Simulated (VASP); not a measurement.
# K (I4_1/amd) in VASP: relaxation of cell and atoms with PBE

Aim: the relaxation of cell and atoms of K with PBE.

All numbers are computed with VASP 6.6.1; they aren't measurements. Logs are shortened: lines on timing, memory, paths and dates and some standing lists are left out, and cuts for length are marked.

### 1 The cell of the first run

It takes space group I4_1/amd (No. 141, tetragonal). The conventional cell has a = 8.321 Å, b = 8.321 Å, c = 4.539 Å, α = 90.00°, β = 90.00°, γ = 90.00°. Within 5.7 Å of K (site symmetry -4m2) lie 10 K at 4.31 to 5.38 Å.

### 2 Relaxation of cell and atoms, PBE

Input file INCAR:

```
SYSTEM = K
PREC = Accurate ; ENCUT = 600
EDIFF = 1E-7 ; ISMEAR = 0
SIGMA = 0.1 ; LREAL = .FALSE.
LASPH = .TRUE. ; NELM = 80
ALGO = Fast ; ISIF = 3
LWAVE = .FALSE. ; LCHARG = .FALSE.
GGA = PE ; IBRION = 2
NSW = 100 ; EDIFFG = -0.01
```

Input file KPOINTS:

```
regular mesh
0
G
  14 14 14
  0 0 0
```

Input file POSCAR:

```
K
1.0
   -4.1602502117      4.1602502117      2.2694932864
    4.1602502117     -4.1602502117      2.2694932864
    4.1602502117      4.1602502117     -2.2694932864
K
2
Direct
    0.0000000000      0.0000000000      0.0000000000
    0.7500000000      0.2500000000      0.5000000000
```

Potentials or basis: VASP PAW PBE potentials, release 64 (K_sv).

The run is started by

```
cat potpaw_PBE.64/K_sv/POTCAR > POTCAR
mpirun -np 1 vasp_std > vasp.out
```

OUTCAR:

```text
SYSTEM = K
   PREC = Accurate
   ENCUT = 600
   EDIFF = 1E-7
   ISMEAR = 0
   LREAL = .FALSE.
   LASPH = .TRUE.
   NELM = 80
   ISIF = 3
   GGA = PE
   IBRION = 2
   NSW = 100
   EDIFFG = -0.01

 ion  position               nearest neighbor table
   1  0.000  0.000  0.000-
   2  0.750  0.250  0.500-

  LATTYP: Found a body centered tetragonal cell.
 ALAT       =     8.3205004234
 C/A-ratio  =     0.5455184594

  Lattice vectors:

 A1 = (  -4.1602502117,   4.1602502117,   2.2694932864)
 A2 = (   4.1602502117,  -4.1602502117,   2.2694932864)
 A3 = (   4.1602502117,   4.1602502117,  -2.2694932864)

Analysis of symmetry for initial positions (statically):
=====================================================================
 Subroutine PRICEL returns:
 Original cell was already a primitive cell.

 Routine SETGRP: Setting up the symmetry group for a
 body centered tetragonal supercell.

 Subroutine GETGRP returns: Found 16 space group operations
 (whereof  8 operations were pure point group operations)
 out of a pool of 16 trial point group operations.

The static configuration has the point symmetry D_2d.
 The point group associated with its full space group is D_4h.

Analysis of symmetry for dynamics (positions and initial velocities):
=====================================================================
 Subroutine PRICEL returns:
 Original cell was already a primitive cell.

 Routine SETGRP: Setting up the symmetry group for a
 body centered tetragonal supercell.

 Subroutine GETGRP returns: Found 16 space group operations
 (whereof  8 operations were pure point group operations)
 out of a pool of 16 trial point group operations.

The dynamic configuration has the point symmetry D_2d.
 The point group associated with its full space group is D_4h.

 Subroutine INISYM returns: Found 16 space group operations
 (whereof  8 operations are pure point group operations),
 and found     1 'primitive' translations

----------------------------------------------------------------------------------------

                                     Primitive cell

  volume of cell :     157.1187

  direct lattice vectors                    reciprocal lattice vectors
    -4.160250212  4.160250212  2.269493286     0.000000000  0.120185079  0.220313496
     4.160250212 -4.160250212  2.269493286     0.120185079  0.000000000  0.220313496
[... 105 lines left out ...]
     AMIX_MAG =   1.60;   BMIX_MAG =  1.00
  volume/ion in A,a.u.               =      78.56       530.14
  Fermi-wavevector in a.u.,A,eV,Ry     =   0.795102  1.502526  8.601438  0.632188
  Thomas-Fermi vector in A             =   1.901365
   LORBIT       =      0    0 simple, 1 ext, 2 COOP (PROOUT), +10 PAW based schemes
   GGA     = PE    functional components
   LHFCALC =     F    Hartree Fock is set to
   AEXX    =    0.0000 exact exchange contribution
   IVDW    =     0    specifies the selected vdW correction
   LEPSILON=     F    determine dielectric tensor
   LRPA    =     F    only Hartree local field effects (RPA)
 conjugate gradient relaxation of ions
 non-spin polarized calculation
 RMM-DIIS sequential band-by-band and
 Gauss-broadening in eV      SIGMA  =   0.10
  energy-cutoff  :      600.00
  volume of cell :      157.12
 maximum number of plane-waves:      5305
   NGX = 25   NGY = 25   NGZ = 25

--------------------------------------- Ionic step        1  -------------------------------------------

 number of electron      17.9999998 magnetization

 Free energy of the ion-electron system (eV)
  ---------------------------------------------------
  ext. energy  EPLUGINS =         0.00000000
  ---------------------------------------------------
  free energy    TOTEN  =        -1.96879438 eV

  energy without entropy =       -1.95997518  energy(sigma->0) =       -1.96438478

------------------------ aborting loop because EDIFF is reached ----------------------------------------

  FORCE on cell =-STRESS in cart. coord.  units (eV):
  Direction    XX          YY          ZZ          XY          YZ          ZX
  --------------------------------------------------------------------------------------
  -------------------------------------------------------------------------------------
  Total       -0.0573036     -0.0573036     -0.1103603      0.0000000      0.0000000      0.0000000
  in kB       -0.5843387     -0.5843387     -1.1253709      0.0000000      0.0000000      0.0000000
  external PRESSURE =      -0.7646828 kB  Pullay stress =       0.0000000 kB
[... 131 lines left out ...]
--------------------------------------- Ionic step        5  -------------------------------------------

 number of electron      17.9999999 magnetization

 Free energy of the ion-electron system (eV)
  ---------------------------------------------------
  ext. energy  EPLUGINS =         0.00000000
  ---------------------------------------------------
  free energy    TOTEN  =        -1.96992034 eV

  energy without entropy =       -1.96113429  energy(sigma->0) =       -1.96552731

 E-fermi :  -0.1787     XC(G=0):  -5.5523

 val. band max:       -0.1816891408   @ k =   0.5000   0.2857   0.0000
 cond. band min:      -0.1763971998   @ k =  -0.3571   0.3571   0.2143
 fundamental gap:      0.0052919411
 Fermi energy:        -0.1787150625

 k-point     1 :       0.0000    0.0000    0.0000
  band No.  band energies     occupation
      1     -32.4499      2.00000
      2     -32.4407      2.00000
      3     -15.9670      2.00000
      4     -15.9670      2.00000
      5     -15.8950      2.00000
      6     -15.8939      2.00000
      7     -15.8925      2.00000
      8     -15.8925      2.00000
      9      -2.2925      2.00000
     10       1.0750      0.00000
     11       1.9878      0.00000
     12       2.2831      0.00000
     13       2.2831      0.00000
[... 354 lines left out ...]
  band No.  band energies     occupation
      1     -32.4456      2.00000
      2     -32.4404      2.00000
      3     -15.9636      2.00000
      4     -15.9562      2.00000
      5     -15.9474      2.00000
      6     -15.9371      2.00000
      7     -15.9002      2.00000
      8     -15.8914      2.00000
      9      -0.5818      2.00000
     10       1.1026      0.00000
     11       1.3247      0.00000
     12       1.8543      0.00000
     13       2.6138      0.00000

 [... further k-points ...]

------------------------ aborting loop because EDIFF is reached ----------------------------------------

  FORCE on cell =-STRESS in cart. coord.  units (eV):
  Direction    XX          YY          ZZ          XY          YZ          ZX
  --------------------------------------------------------------------------------------
  -------------------------------------------------------------------------------------
  Total        0.0055264      0.0055264     -0.0068219      0.0000000     -0.0000000      0.0000000
  in kB        0.0578557      0.0578557     -0.0714188      0.0000000     -0.0000000      0.0000000
  external PRESSURE =       0.0147642 kB  Pullay stress =       0.0000000 kB
[... 17 lines left out ...]
  FREE ENERGIE OF THE ION-ELECTRON SYSTEM (eV)
  ---------------------------------------------------
  free  energy   TOTEN  =        -1.9699203440 eV

  energy  without entropy=       -1.9611342856  energy(sigma->0) =       -1.96552731

 reached required accuracy - stopping structural energy minimisation
```

OSZICAR:

```text
N       E                     dE             d eps       ncg     rms          rms(c)
DAV:   1     0.128826352040E+03    0.12883E+03   -0.78821E+03  6344   0.123E+03
DAV:   2     0.776527906028E+01   -0.12106E+03   -0.11790E+03  7576   0.306E+02
DAV:   3    -0.944067196276E+00   -0.87093E+01   -0.84734E+01  9146   0.698E+01
[... 78 lines left out ...]
RMM:  11    -0.196991882246E+01    0.62572E-06   -0.41945E-06  8400   0.118E-02    0.674E-03
RMM:  12    -0.196991939486E+01   -0.57241E-06   -0.23986E-06  7792   0.790E-03    0.383E-03
RMM:  13    -0.196992001060E+01   -0.61574E-06   -0.15360E-06  7787   0.709E-03    0.115E-03
RMM:  14    -0.196992025126E+01   -0.24066E-06   -0.85312E-07  6652   0.522E-03    0.115E-03
RMM:  15    -0.196992034397E+01   -0.92712E-07   -0.50338E-07  5395   0.385E-03
   5 F= -.19699203E+01 E0= -.19655273E+01  d E =-.112596E-02
```

CONTCAR:

```text
K
   1.00000000000000
    -4.1325167901545861    4.1325167901545861    2.2403563456431841
     4.1325167901545861   -4.1325167901545861    2.2403563456431841
     4.1325167901545861    4.1325167901545861   -2.2403563456431841
  K
     2
Direct
     0.0000000000000000    0.0000000000000000    0.0000000000000000
     0.7500000000000000    0.2500000000000000    0.5000000000000000

  0.00000000E+00  0.00000000E+00  0.00000000E+00
  0.00000000E+00  0.00000000E+00  0.00000000E+00
```

Wall time 1.5 h (1 thread of Oxide Virtual Turin-like, shared host); peak memory 0.72 GiB.

Results:

* Free energy: -1.9699 eV
* Relaxed volume: 76.52 Å³/atom
* Relaxed cell: a = 6.259 Å, b = 6.259 Å, c = 6.259 Å, α = 97.36°, β = 97.36°, γ = 138.05°
* Space group after relaxing (to 0.1 Å): I4_1/amd (No. 141)
* Energy gained by relaxing: 0.6 meV/atom
* Ionic steps: 5
* Pressure after relaxing: 0.0 GPa
* Band gap on the k mesh: zero (bands 9 and 10 overlap by 1.63 eV)

Step by step:
```tsv
step	energy change (eV)	largest force (eV/Å)	pressure (GPa)	volume (Å³)
1	0.0000	0.0000	-0.08	157.12
2	-0.0004	0.0000	-0.06	156.27
3	-0.0010	0.0000	-0.03	154.39
4	-0.0007	0.0000	0.05	150.68
5	-0.0011	0.0000	0.00	153.04
```

Final structure:
```yaml
crystal:
  lattice:
    - [-4.13252, 4.13252, 2.24036]
    - [4.13252, -4.13252, 2.24036]
    - [4.13252, 4.13252, -2.24036]
  atoms:
    - { symbol: K, position: [0.00000, 0.00000, 0.00000] }
    - { symbol: K, position: [0.75000, 0.25000, 0.50000] }
```
